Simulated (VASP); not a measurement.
# Hg (Pm-3m) in VASP: single point with PBE

Aim: the single point of Hg with PBE.

All numbers are computed with VASP 6.6.1; they aren't measurements. Logs are shortened: lines on timing, memory, paths and dates and some standing lists are left out, and cuts for length are marked.

**1. The cell of the first run**

Symmetry: Pm-3m, No. 221, cubic system. Conventional cell: a = 3.101 Å, b = 3.101 Å, c = 3.101 Å, α = 90.00°, β = 90.00°, γ = 90.00°. Within 4.1 Å of Hg (site symmetry m-3m) lie 6 Hg at 3.10 Å.

**2. Single point, PBE**

Input file INCAR:

```
SYSTEM = Hg
ALGO = Normal
EDIFF = 1E-6
ENCUT = 500
GGA = PE
GGA_COMPAT = .False.
ISIF = 2
ISMEAR = 0
LASPH = .True.
LCHARG = .False.
LREAL = .False.
LWAVE = .False.
NBANDS = 12
NELM = 120
PREC = Accurate
SIGMA = 0.01
```

Input file KPOINTS:

```
k-points
0
Gamma
  12 12 12
  0 0 0
```

Input file POSCAR:

```
Hg
1.0
    3.1006104439      0.0000000000      0.0000000000
    0.0000000000      3.1006104439      0.0000000000
    0.0000000000      0.0000000000      3.1006104439
Hg
1
Direct
    0.0000000000      0.0000000000      0.0000000000
```

Potentials or basis: VASP PAW PBE potentials, release 64 (Hg).

Run with:

```console
> cat potpaw_PBE.64/Hg/POTCAR > POTCAR
> mpirun -np 1 vasp_std > vasp.out
```

OUTCAR:

```text
SYSTEM = Hg
   EDIFF = 1E-6
   ENCUT = 500
   GGA = PE
   ISIF = 2
   ISMEAR = 0
   LASPH = .True.
   LREAL = .False.
   NELM = 120
   PREC = Accurate

 ion  position               nearest neighbor table
   1  0.000  0.000  0.000-

  LATTYP: Found a simple cubic cell.
 ALAT       =     3.1006104439

  Lattice vectors:

 A1 = (   3.1006104439,   0.0000000000,   0.0000000000)
 A2 = (   0.0000000000,   3.1006104439,   0.0000000000)
 A3 = (   0.0000000000,   0.0000000000,   3.1006104439)

Analysis of symmetry for initial positions (statically):
=====================================================================
 Subroutine PRICEL returns:
 Original cell was already a primitive cell.

 Routine SETGRP: Setting up the symmetry group for a
 simple cubic supercell.

 Subroutine GETGRP returns: Found 48 space group operations
 (whereof 48 operations were pure point group operations)
 out of a pool of 48 trial point group operations.

The static configuration has the point symmetry O_h .

Analysis of symmetry for dynamics (positions and initial velocities):
=====================================================================
 Subroutine PRICEL returns:
 Original cell was already a primitive cell.

 Routine SETGRP: Setting up the symmetry group for a
 simple cubic supercell.

 Subroutine GETGRP returns: Found 48 space group operations
 (whereof 48 operations were pure point group operations)
 out of a pool of 48 trial point group operations.

The dynamic configuration has the point symmetry O_h .

 Subroutine INISYM returns: Found 48 space group operations
 (whereof 48 operations are pure point group operations),
 and found     1 'primitive' translations

----------------------------------------------------------------------------------------

                                     Primitive cell

  volume of cell :      29.8086

  direct lattice vectors                    reciprocal lattice vectors
     3.100610444  0.000000000  0.000000000     0.322517136  0.000000000  0.000000000
     0.000000000  3.100610444  0.000000000     0.000000000  0.322517136  0.000000000
     0.000000000  0.000000000  3.100610444     0.000000000  0.000000000  0.322517136

  length of vectors
     3.100610444  3.100610444  3.100610444     0.322517136  0.322517136  0.322517136

  position of ions in fractional coordinates (direct lattice)
     0.000000000  0.000000000  0.000000000

  ion indices of the primitive-cell ions
   primitive index   ion index
                 1           1

----------------------------------------------------------------------------------------

 KPOINTS: k-points

Automatic generation of k-mesh.
 Grid dimensions read from file:
 generate k-points for:   12   12   12

 Generating k-lattice:

  Cartesian coordinates                     Fractional coordinates (reciprocal lattice)
     0.026876428  0.000000000  0.000000000     0.083333333  0.000000000  0.000000000
     0.000000000  0.026876428  0.000000000     0.000000000  0.083333333  0.000000000
     0.000000000  0.000000000  0.026876428     0.000000000  0.000000000  0.083333333

  Length of vectors
     0.026876428  0.026876428  0.026876428

  Shift w.r.t. Gamma in fractional coordinates (k-lattice)
     0.000000000  0.000000000  0.000000000

 Subroutine IBZKPT returns following result:
 ===========================================

 Found     84 irreducible k-points:

 Following reciprocal coordinates:
            Coordinates               Weight
  0.000000  0.000000  0.000000      1.000000
  0.083333  0.000000  0.000000      6.000000
  0.166667  0.000000  0.000000      6.000000
  0.250000  0.000000  0.000000      6.000000
  0.333333  0.000000  0.000000      6.000000
  0.416667  0.000000  0.000000      6.000000
[... 16 lines left out ...]
  0.333333  0.333333  0.000000     12.000000
  0.416667  0.333333  0.000000     24.000000
 [... further k-points ...]
   k-points           NKPTS =     84   k-points in BZ     NKDIM =     84   number of bands    NBANDS=     12
   number of dos      NEDOS =    301   number of ions     NIONS =      1
   total plane-waves  NPLWV =  13824
   dimension x,y,z NGX =    24 NGY =   24 NGZ =   24
   dimension x,y,z NGXF=    48 NGYF=   48 NGZF=   48
   ions per type =               1
   NGX,Y,Z   is equivalent  to a cutoff of  12.87, 12.87, 12.87 a.u.
   NGXF,Y,Z  is equivalent  to a cutoff of  25.74, 25.74, 25.74 a.u.
 SYSTEM =  Hg
   PREC   = accura    normal or accurate (medium, high low for compatibility)
   ISTART =      0    job   : 0-new  1-cont  2-samecut
   ICHARG =      2    charge: 1-file 2-atom 10-const
   ISPIN  =      1    spin polarized calculation?
   LNONCOLLINEAR =      F non collinear calculations
   LSORBIT =      F    spin-orbit coupling
   LASPH  =      T    aspherical Exc in radial PAW
   ENCUT  =  500.0 eV  36.75 Ry    6.06 a.u.   5.65  5.65  5.65*2*pi/ulx,y,z
   NELM   =    120;   NELMIN=  2; NELMDL= -5     # of ELM steps
   EDIFF  = 0.1E-05   stopping-criterion for ELM
   LREAL  =      F    real-space projection
   EDIFFG = 0.1E-04   stopping-criterion for IOM
   NSW    =      0    number of steps for IOM
   IBRION =     -1    ionic relax: 0-MD 1-quasi-New 2-CG
   NFREE  =      0    steps in history (QN), initial steepest desc. (CG)
   ISIF   =      2    stress and relaxation
   ISYM   =      2    0-nonsym 1-usesym 2-fastsym
   POTIM  = 0.5000    time-step for ionic-motion
   TEBEG  =    0.0;   TEEND  =   0.0 temperature during run
   PSTRESS=    0.0 pullay stress
   NELECT =      12.0000    total number of electrons
   NUPDOWN=      -1.0000    fix difference up-down
   EMIN   =  10.00;   EMAX   =-10.00  energy-range for DOS
   EFERMI =   0.00;   METHOD = LEGACY
   ISMEAR =     0;   SIGMA  =   0.01  broadening in eV -4-tet -1-fermi 0-gaus
   EFERMI_NEDOS =   21; number of points for ismear=-14 and -15
   IALGO  =     38    algorithm
   IMIX   =      4    mixing-type and parameters
     AMIX     =   0.40;   BMIX     =  1.00
     AMIX_MAG =   1.60;   BMIX_MAG =  1.00
  volume/ion in A,a.u.               =      29.81       201.16
  Fermi-wavevector in a.u.,A,eV,Ry     =   1.208801  2.284302 19.880822  1.461199
  Thomas-Fermi vector in A             =   2.344397
   LORBIT       =      0    0 simple, 1 ext, 2 COOP (PROOUT), +10 PAW based schemes
   GGA     = PE    functional components
   LHFCALC =     F    Hartree Fock is set to
   AEXX    =    0.0000 exact exchange contribution
   IVDW    =     0    specifies the selected vdW correction
   LEPSILON=     F    determine dielectric tensor
   LRPA    =     F    only Hartree local field effects (RPA)
 non-spin polarized calculation
 Gauss-broadening in eV      SIGMA  =   0.01
  energy-cutoff  :      500.00
  volume of cell :       29.81
 maximum number of plane-waves:       772
 NGX is ok and might be reduce to    24
   NGX = 11   NGY = 11   NGZ = 11

 number of electron      11.9999995 magnetization

 Free energy of the ion-electron system (eV)
  ---------------------------------------------------
  ext. energy  EPLUGINS =         0.00000000
  ---------------------------------------------------
  free energy    TOTEN  =        -0.15997455 eV

  energy without entropy =       -0.15989806  energy(sigma->0) =       -0.15993631

 E-fermi :   1.3650     XC(G=0):  -9.5169

 val. band max:        1.2780304495   @ k =   0.4167   0.0833   0.0000
 cond. band min:       1.3673405638   @ k =   0.5000   0.4167   0.2500
 fundamental gap:      0.0893101143
 Fermi energy:         1.3650149664

 k-point     1 :       0.0000    0.0000    0.0000
  band No.  band energies     occupation
      1      -6.4190      2.00000
      2      -6.3217      2.00000
      3      -6.3217      2.00000
      4      -4.6047      2.00000
      5      -4.6047      2.00000
      6      -4.6047      2.00000
      7      10.7856      0.00000
      8      10.7856      0.00000
      9      10.7856      0.00000
     10      13.9067      0.00000
     11      15.7179      0.00000
     12      15.7179      0.00000

 k-point     2 :       0.0833    0.0000    0.0000
  band No.  band energies     occupation
      1      -6.3437      2.00000
      2      -6.3122      2.00000
      3      -6.2099      2.00000
      4      -4.6427      2.00000
      5      -4.6427      2.00000
      6      -4.6015      2.00000
      7       9.4881      0.00000
      8      10.9485      0.00000
      9      10.9485      0.00000
     10      14.4054      0.00000
     11      15.6972      0.00000
     12      16.7186      0.00000

 k-point     3 :       0.1667    0.0000    0.0000
  band No.  band energies     occupation
      1      -6.2863      2.00000
      2      -6.2625      2.00000
      3      -5.7403      2.00000
      4      -4.7445      2.00000
      5      -4.7445      2.00000
      6      -4.5928      2.00000
      7       7.3150      0.00000
      8      11.4175      0.00000
      9      11.4175      0.00000
     10      14.7385      0.00000
     11      15.6365      0.00000
     12      19.1568      0.00000

 k-point     4 :       0.2500    0.0000    0.0000
  band No.  band energies     occupation
      1      -6.2506      2.00000
      2      -6.1654      2.00000
      3      -4.9548      2.00000
      4      -4.8795      2.00000
      5      -4.8795      2.00000
      6      -4.5809      2.00000
      7       5.1130      0.00000
      8      12.1351      0.00000
      9      12.1351      0.00000
     10      15.0116      0.00000
     11      15.5432      0.00000
     12      21.5139      0.00000

 k-point     5 :       0.3333    0.0000    0.0000
  band No.  band energies     occupation
      1      -6.2146      2.00000
      2      -6.0673      2.00000
      3      -5.0099      2.00000
      4      -5.0099      2.00000
      5      -4.5689      2.00000
      6      -3.8917      2.00000
      7       3.0260      0.00000
      8      12.9996      0.00000
      9      12.9996      0.00000
     10      15.3284      0.00000
     11      15.4366      0.00000
     12      20.4099      0.00000
[... 228 lines left out ...]
      1      -6.0356      2.00000
      2      -5.6266      2.00000
      3      -5.1035      2.00000
      4      -5.0625      2.00000
      5      -4.8166      2.00000
      6      -1.8752      2.00000
      7       2.2646      0.00000
      8       7.8997      0.00000
      9      11.9200      0.00000
     10      15.3700      0.00000
     11      16.4208      0.00000
     12      19.2614      0.00000

 k-point    22 :       0.5000    0.2500    0.0000
  band No.  band energies     occupation
      1      -6.0223      2.00000
      2      -5.6644      2.00000
      3      -5.0948      2.00000
      4      -5.0681      2.00000
      5      -4.8122      2.00000
      6      -1.0633      2.00000
      7       1.2281      2.00000
      8       8.3625      0.00000
      9      11.2654      0.00000
     10      15.8297      0.00000
     11      16.5325      0.00000
     12      19.0052      0.00000

 k-point    23 :       0.3333    0.3333    0.0000
  band No.  band energies     occupation
      1      -6.0220      2.00000
      2      -5.7086      2.00000
      3      -4.9634      2.00000
      4      -4.9432      2.00000
      5      -4.8562      2.00000
      6      -2.2552      2.00000
      7       4.4778      0.00000
      8       5.3435      0.00000
      9      11.6818      0.00000
     10      15.4152      0.00000
     11      16.6071      0.00000
     12      19.4015      0.00000

 k-point    24 :       0.4167    0.3333    0.0000
  band No.  band energies     occupation
      1      -5.9859      2.00000
      2      -5.8386      2.00000
      3      -5.0423      2.00000
      4      -4.9391      2.00000
      5      -4.6413      2.00000
      6      -1.1832      2.00000
      7       2.9479      0.00000
      8       5.7670      0.00000
      9      10.3787      0.00000
     10      16.3894      0.00000
     11      17.0254      0.00000
     12      18.8967      0.00000

 [... further k-points ...]

------------------------ aborting loop because EDIFF is reached ----------------------------------------

  FORCE on cell =-STRESS in cart. coord.  units (eV):
  Direction    XX          YY          ZZ          XY          YZ          ZX
  --------------------------------------------------------------------------------------
  -------------------------------------------------------------------------------------
  Total        0.0083160      0.0083160      0.0083160      0.0000000      0.0000000      0.0000000
  in kB        0.4469760      0.4469760      0.4469760      0.0000000      0.0000000      0.0000000
  external PRESSURE =       0.4469760 kB  Pullay stress =       0.0000000 kB

 VOLUME and BASIS-vectors are now :
 -----------------------------------------------------------------------------
  energy-cutoff  :      500.00
  volume of cell :       29.81
      direct lattice vectors                 reciprocal lattice vectors
     3.100610444  0.000000000  0.000000000     0.322517136  0.000000000  0.000000000
     0.000000000  3.100610444  0.000000000     0.000000000  0.322517136  0.000000000
     0.000000000  0.000000000  3.100610444     0.000000000  0.000000000  0.322517136

 POSITION                                       TOTAL-FORCE (eV/Angst)
 -----------------------------------------------------------------------------------
      0.00000      0.00000      0.00000         0.000000      0.000000      0.000000
 -----------------------------------------------------------------------------------
    total drift:                                0.000000      0.000000      0.000000

  FREE ENERGIE OF THE ION-ELECTRON SYSTEM (eV)
  ---------------------------------------------------
  free  energy   TOTEN  =        -0.1599745545 eV

  energy  without entropy=       -0.1598980558  energy(sigma->0) =       -0.15993631
```

Run time: 20 s. Hardware: 1 thread of Intel Xeon 8259CL, shared host; peak memory 0.15 GiB.

Results:

| Quantity | Value |
| --- | --- |
| Free energy | -0.1600 eV |
| Pressure | 0.0 GPa |
| Band gap on the k mesh | zero (band 6 reaches 4.94 eV, above the bottom of band 7 at -0.03 eV) |

Caveat: spin-orbit coupling is left out, which moves the levels of the heavy elements.
